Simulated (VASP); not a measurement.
# IrCl4 (I4_1/amd) in VASP: single point with LDA

Aim: the single point of IrCl4 with LDA.

Everything below comes from runs of VASP 6.6.1. Logs are shortened: lines on timing, memory, paths and dates and some standing lists are left out, and cuts for length are marked.

## (1) The cell of the first run

It takes space group I4_1/amd (No. 141, tetragonal). The conventional cell has a = 7.280 Å, b = 7.280 Å, c = 7.904 Å, α = 90.00°, β = 90.00°, γ = 90.00°. Within 3.0 Å of Cl (site symmetry m) lie 2 Ir at 2.26 to 2.80 Å and 2 Cl at 2.85 to 2.95 Å. Ir (site symmetry -4m2) has 8 Cl at 2.26 to 2.80 Å within 3.0 Å.

## (2) Single point, LDA

INCAR reads:

```
SYSTEM = IrCl4
ALGO = Normal
EDIFF = 1E-6
ENCUT = 520
ISIF = 2
ISMEAR = -1
LASPH = .True.
LCHARG = .False.
LREAL = .False.
LWAVE = .False.
NBANDS = 48
NELM = 100
PREC = Accurate
SIGMA = 0.1
```

KPOINTS reads:

```
k-points
0
Gamma
  6 6 6
  0 0 0
```

POSCAR reads:

```
IrCl4
1.0
   -3.6397686423      3.6397686423      3.9518039784
    3.6397686423     -3.6397686423      3.9518039784
    3.6397686423      3.6397686423     -3.9518039784
Cl Ir
8 2
Direct
    0.3749036010      0.8203204225      0.5545831786
    0.8203204225      0.7657372439      0.4454168214
    0.7657372439      0.8203204225      0.9454168214
    0.8203204225      0.3749036010      0.0545831786
    0.6250963990      0.1796795775      0.4454168214
    0.1796795775      0.6250963990      0.9454168214
    0.2342627561      0.1796795775      0.0545831786
    0.1796795775      0.2342627561      0.5545831786
    0.1250000000      0.8750000000      0.2500000000
    0.8750000000      0.1250000000      0.7500000000
```

Potentials or basis: VASP PAW LDA potentials, release 64 (Cl, Ir).

Started as:

```sh
> cat potpaw_LDA.64/Cl/POTCAR potpaw_LDA.64/Ir/POTCAR > POTCAR
> mpirun -np 1 vasp_std > vasp.out
```

OUTCAR:

```text
SYSTEM = IrCl4
   EDIFF = 1E-6
   ENCUT = 520
   ISIF = 2
   ISMEAR = -1
   LASPH = .True.
   LREAL = .False.
   NELM = 100
   PREC = Accurate

 ion  position               nearest neighbor table
   1  0.375  0.820  0.555-   9 2.26  10 2.80
   2  0.820  0.766  0.445-  10 2.26   9 2.80
   3  0.766  0.820  0.945-   9 2.26  10 2.80
   4  0.820  0.375  0.055-  10 2.26   9 2.80
   5  0.625  0.180  0.445-  10 2.26   9 2.80
   6  0.180  0.625  0.945-   9 2.26  10 2.80
   7  0.234  0.180  0.055-  10 2.26   9 2.80
   8  0.180  0.234  0.555-   9 2.26  10 2.80
   9  0.125  0.875  0.250-   1 2.26   6 2.26   8 2.26   3 2.26   2 2.80   7 2.80   4 2.80   5 2.80

  10  0.875  0.125  0.750-   4 2.26   5 2.26   7 2.26   2 2.26   3 2.80   8 2.80   1 2.80   6 2.80

  LATTYP: Found a body centered tetragonal cell.
 ALAT       =     7.2795372846
 C/A-ratio  =     1.0857294424

  Lattice vectors:

 A1 = (  -3.6397686423,   3.6397686423,   3.9518039784)
 A2 = (   3.6397686423,  -3.6397686423,   3.9518039784)
 A3 = (   3.6397686423,   3.6397686423,  -3.9518039784)

Analysis of symmetry for initial positions (statically):
=====================================================================
 Subroutine PRICEL returns:
 Original cell was already a primitive cell.

 Routine SETGRP: Setting up the symmetry group for a
 body centered tetragonal supercell.

 Subroutine GETGRP returns: Found 16 space group operations
 (whereof  4 operations were pure point group operations)
 out of a pool of 16 trial point group operations.

The static configuration has the point symmetry C_2h.
 The point group associated with its full space group is D_4h.

Analysis of symmetry for dynamics (positions and initial velocities):
=====================================================================
 Subroutine PRICEL returns:
 Original cell was already a primitive cell.

 Routine SETGRP: Setting up the symmetry group for a
 body centered tetragonal supercell.

 Subroutine GETGRP returns: Found 16 space group operations
 (whereof  4 operations were pure point group operations)
 out of a pool of 16 trial point group operations.

The dynamic configuration has the point symmetry C_2h.
 The point group associated with its full space group is D_4h.

 Subroutine INISYM returns: Found 16 space group operations
 (whereof  4 operations are pure point group operations),
 and found     1 'primitive' translations

[... 117 lines left out ...]
   ISYM   =      2    0-nonsym 1-usesym 2-fastsym
   POTIM  = 0.5000    time-step for ionic-motion
   TEBEG  =    0.0;   TEEND  =   0.0 temperature during run
   PSTRESS=    0.0 pullay stress
   NELECT =      74.0000    total number of electrons
   NUPDOWN=      -1.0000    fix difference up-down
   EMIN   =  10.00;   EMAX   =-10.00  energy-range for DOS
   EFERMI =   0.00;   METHOD = LEGACY
   ISMEAR =    -1;   SIGMA  =   0.10  broadening in eV -4-tet -1-fermi 0-gaus
   EFERMI_NEDOS =   21; number of points for ismear=-14 and -15
   IALGO  =     38    algorithm
   IMIX   =      4    mixing-type and parameters
     AMIX     =   0.40;   BMIX     =  1.00
     AMIX_MAG =   1.60;   BMIX_MAG =  1.00
  volume/ion in A,a.u.               =      20.94       141.32
  Fermi-wavevector in a.u.,A,eV,Ry     =   1.157403  2.187174 18.226100  1.339581
  Thomas-Fermi vector in A             =   2.294014
   LORBIT       =      0    0 simple, 1 ext, 2 COOP (PROOUT), +10 PAW based schemes
   GGA     = CA    functional components
   LHFCALC =     F    Hartree Fock is set to
   AEXX    =    0.0000 exact exchange contribution
   IVDW    =     0    specifies the selected vdW correction
   LEPSILON=     F    determine dielectric tensor
   LRPA    =     F    only Hartree local field effects (RPA)
 non-spin polarized calculation
  energy-cutoff  :      520.00
  volume of cell :      209.41
 maximum number of plane-waves:      5671
   NGX = 25   NGY = 25   NGZ = 25

 number of electron      73.9999998 magnetization

 Free energy of the ion-electron system (eV)
  ---------------------------------------------------
  ext. energy  EPLUGINS =         0.00000000
  ---------------------------------------------------
  free energy    TOTEN  =       -40.16360867 eV

  energy without entropy =      -39.90959320  energy(sigma->0) =      -40.03660093

 E-fermi :   2.9511     XC(G=0): -10.0644

 val. band max:        2.9481366396   @ k =  -0.1667  -0.3333   0.1667
 cond. band min:       2.9754085000   @ k =  -0.1667   0.1667   0.0000
 fundamental gap:      0.0272718604
 Fermi energy:         2.9510614957

 k-point     1 :       0.0000    0.0000    0.0000
  band No.  band energies     occupation
      1     -13.4609      2.00000
      2     -12.2031      2.00000
      3     -12.1476      2.00000
      4     -12.0044      2.00000
      5     -11.8301      2.00000
      6     -11.8301      2.00000
[... 1213 lines left out ...]
     47      10.9156      0.00000
     48      11.0866      0.00000

 [... further k-points ...]

------------------------ aborting loop because EDIFF is reached ----------------------------------------

  FORCE on cell =-STRESS in cart. coord.  units (eV):
  Direction    XX          YY          ZZ          XY          YZ          ZX
  --------------------------------------------------------------------------------------
  -------------------------------------------------------------------------------------
  Total        0.6043634      0.6043634      0.0401545      0.0000000     -0.0000000     -0.0000000
  in kB        4.6238720      4.6238720      0.3072149      0.0000000     -0.0000000     -0.0000000
  external PRESSURE =       3.1849863 kB  Pullay stress =       0.0000000 kB

 VOLUME and BASIS-vectors are now :
 -----------------------------------------------------------------------------
  energy-cutoff  :      520.00
  volume of cell :      209.41
      direct lattice vectors                 reciprocal lattice vectors
    -3.639768642  3.639768642  3.951803978     0.000000000  0.137371369  0.126524494
     3.639768642 -3.639768642  3.951803978     0.137371369  0.000000000  0.126524494
     3.639768642  3.639768642 -3.951803978     0.137371369  0.137371369  0.000000000

 POSITION                                       TOTAL-FORCE (eV/Angst)
 -----------------------------------------------------------------------------------
      3.63977      0.39734      2.53169        -0.000000      0.075284     -0.021491
      1.42254      1.81988      4.50759        -0.075284     -0.000000     -0.021491
      3.63977      3.24243      2.53169         0.000000     -0.075284     -0.021491
     -1.42254      1.81988      4.50759         0.075284     -0.000000     -0.021491
     -0.00000      3.24243      1.42012        -0.000000     -0.075284      0.021491
      5.06231      1.81988     -0.55579        -0.075284     -0.000000      0.021491
      0.00000      0.39734      1.42012        -0.000000      0.075284      0.021491
      2.21722      1.81988     -0.55579         0.075284     -0.000000      0.021491
      3.63977     -1.81988      2.96385         0.000000     -0.000000     -0.000000
     -0.00000      5.45965      0.98795         0.000000     -0.000000     -0.000000
 -----------------------------------------------------------------------------------
    total drift:                               -0.000000     -0.000000     -0.000000

  FREE ENERGIE OF THE ION-ELECTRON SYSTEM (eV)
  ---------------------------------------------------
  free  energy   TOTEN  =       -40.1636086684 eV

  energy  without entropy=      -39.9095931980  energy(sigma->0) =      -40.03660093
```

OSZICAR:

```text
N       E                     dE             d eps       ncg     rms          rms(c)
DAV:   1     0.651359471013E+03    0.65136E+03   -0.32952E+04  2880   0.139E+03
DAV:   2     0.402434459145E+02   -0.61112E+03   -0.57886E+03  2944   0.318E+02
DAV:   3    -0.410213787231E+02   -0.81265E+02   -0.76740E+02  3720   0.121E+02
DAV:   4    -0.443696127975E+02   -0.33482E+01   -0.33194E+01  3400   0.294E+01
DAV:   5    -0.445058998764E+02   -0.13629E+00   -0.13620E+00  3920   0.579E+00    0.328E+01
DAV:   6    -0.413813757248E+02    0.31245E+01   -0.18265E+01  4240   0.369E+01    0.219E+01
DAV:   7    -0.403161240665E+02    0.10653E+01   -0.50816E+00  4096   0.259E+01    0.102E+01
DAV:   8    -0.401685770394E+02    0.14755E+00   -0.64308E-01  4344   0.579E+00    0.270E+00
DAV:   9    -0.401647853937E+02    0.37916E-02   -0.43038E-02  4016   0.118E+00    0.112E+00
DAV:  10    -0.401637691411E+02    0.10163E-02   -0.42282E-03  3816   0.435E-01    0.260E-01
DAV:  11    -0.401636099783E+02    0.15916E-03   -0.65715E-04  4000   0.134E-01    0.723E-02
DAV:  12    -0.401636089535E+02    0.10248E-05   -0.87154E-05  3584   0.442E-02    0.200E-02
DAV:  13    -0.401636086684E+02    0.28510E-06   -0.73745E-06  3544   0.225E-02
   1 F= -.40163609E+02 E0= -.40036601E+02  d E =-.254015E+00
```

stdout:

```text
POSCAR found type information on POSCAR ClIr
 POSCAR found :  2 types and      10 ions
 scaLAPACK will be used
 LDA part: xc-table for (Slater(with rela. corr.)+CA(PZ))
 , standard interpolation
 POSCAR, INCAR and KPOINTS ok, starting setup
 FFT: planning ... GRIDC
 FFT: planning ... GRID_SOFT
 FFT: planning ... GRID
 WAVECAR not read
 entering main loop
```

Wall time 6.8 min (1 thread of Oxide Virtual Turin-like, shared host); peak memory 0.36 GiB.

Results:

| Property | Result |
| --- | --- |
| Free energy | -40.1636 eV |
| Pressure | 0.3 GPa |
| Largest force | 0.078 eV/Å |
| Band gap on the k mesh | zero (band 37 reaches 3.05 eV, above the bottom of band 38 at 2.46 eV) |

Forces on the atoms (eV/Å):
```
Cl   0.000  0.075 -0.021
Cl  -0.075  0.000 -0.021
Cl   0.000 -0.075 -0.021
Cl   0.075  0.000 -0.021
Cl   0.000 -0.075  0.021
Cl  -0.075  0.000  0.021
Cl   0.000  0.075  0.021
Cl   0.075  0.000  0.021
Ir   0.000  0.000  0.000
Ir   0.000  0.000  0.000
```

Stress tensor (GPa, compression positive):
```
0.46 0.00 0.00
0.00 0.46 0.00
0.00 0.00 0.03
```

Caveat: spin-orbit coupling is left out, which moves the levels of the heavy elements.
